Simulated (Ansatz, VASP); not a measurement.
# One calculation of Hf, two programs

INCAR

```
  PREC = Accurate
  ENCUT = 520
  EDIFF = 1E-7
  ISMEAR = -1
  SIGMA = 0.1
  LREAL = False
  LASPH = True
  NELM = 80
  ALGO = Normal
  ISIF = 2
  LWAVE = False
  LCHARG = True
  GGA = RE
  LELF = True
  LVHAR = True
  NBANDS = 11
```

File KPOINTS:

```
Automatic mesh
0
Gamma
  12 12 12
```

Contents of POSCAR:

```
Hf
1.0
    3.0167513529      0.0000000000      0.0000000000
    0.0000000000      3.0167513529      0.0000000000
    0.0000000000      0.0000000000      3.0167513529
Hf
1
Direct
    0.0000000000      0.0000000000      0.0000000000
```

Input for Ansatz:

```yaml
crystal:
  lattice:
    - [3.0167513529, 0.0, 0.0]
    - [0.0, 3.0167513529, 0.0]
    - [0.0, 0.0, 3.0167513529]
  atoms:
    - { symbol: Hf, position: [0.0, 0.0, 0.0] }
hamiltonian:
  xc: revpbe
  pseudopotentials:
    kind: paw
    azcp:
      Hf: "pseudopotentials/Hf.paw.azcp"
basis:
  ecutwfc: 420
  fft_grid_basis: typed
kpoints:
  mp_grid: { grid: [12, 12, 12], shift: [0, 0, 0] }
magnetization:
  spin_polarized: false
scf:
  occupations: { method: fermi_dirac, width: 0.1 }
  lower_state_search: "off"
output:
  stress: true
  write_density: true
  write_potential: true
  elf: true
  volumetric_format: npy
```

Alike in both runs: task single point; functional revPBE; k mesh 12 × 12 × 12; occupations fermi-dirac, width 0.1 eV; no spin polarisation.

```csv
,VASP,Ansatz
version,VASP 6.6.1,Ansatz 0.2.0
potentials or method,"VASP PAW PBE potentials, release 64 (Hf_pv), cutoff 520 eV","plane waves (420 eV) with PAW, scalar-relativistic"
valence electrons in the cell,10,26
```

Ansatz gave:

* pressure (GPa): -4.7

**Question.** What did VASP give for the same quantities?

**Answer.** Pressure (GPa): -5.0.

VASP's potentials were made for PBE, not for revPBE. The functional is the same, so the differences come from potentials, cutoffs and numerics. VASP's potentials hold 10 valence electrons a cell and Ansatz's 26, so a difference there can come from the potentials and not from the codes.

Neither program's run includes spin-orbit coupling.
